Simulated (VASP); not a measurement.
A run of VASP 6.6.1 is set up as follows.

File INCAR:

```
PREC = Accurate
ENCUT = 520
EDIFF = 1E-6
ISMEAR = 0
SIGMA = 0.1
LREAL = F
LASPH = T
NELM = 100
ALGO = Normal
ISIF = 2
LWAVE = F
LCHARG = F
GGA = PE
NBANDS = 21
```

Contents of KPOINTS:

```
regular mesh
0
Gamma
  4 4 6
```

Contents of POSCAR:

```
Si2C
1.0
    4.9770343724      0.0000000000      0.0000000000
    0.0000000000      4.9770343724      0.0000000000
    0.0000000000      0.0000000000      3.2057128228
Si C
4 2
Direct
    0.3060000000      0.3060000000      0.0000000000
    0.1940000000      0.8060000000      0.5000000000
    0.6940000000      0.6940000000      0.0000000000
    0.8060000000      0.1940000000      0.5000000000
    0.0000000000      0.0000000000      0.0000000000
    0.5000000000      0.5000000000      0.5000000000
```

Potentials or basis: VASP PAW PBE potentials, release 64 (Si, C).

Run with:

```sh
$ cat potpaw_PBE.64/Si/POTCAR potpaw_PBE.64/C/POTCAR > POTCAR
$ mpirun -np 1 vasp_std > vasp.out
```

Q: Estimate the largest force.

A: 0.586 eV/Å.

Q: What does it give for the band gap on the k mesh?

A: Zero (band 12 reaches 9.41 eV, above the bottom of band 13 at 7.51 eV).

Q: Predict the pressure.

A: -6.6 GPa.

Forces on the atoms (eV/Å):
```
Si  -0.414 -0.414  0.000
Si   0.414 -0.414  0.000
Si   0.414  0.414  0.000
Si  -0.414  0.414  0.000
C    0.000  0.000  0.000
C    0.000  0.000  0.000
```
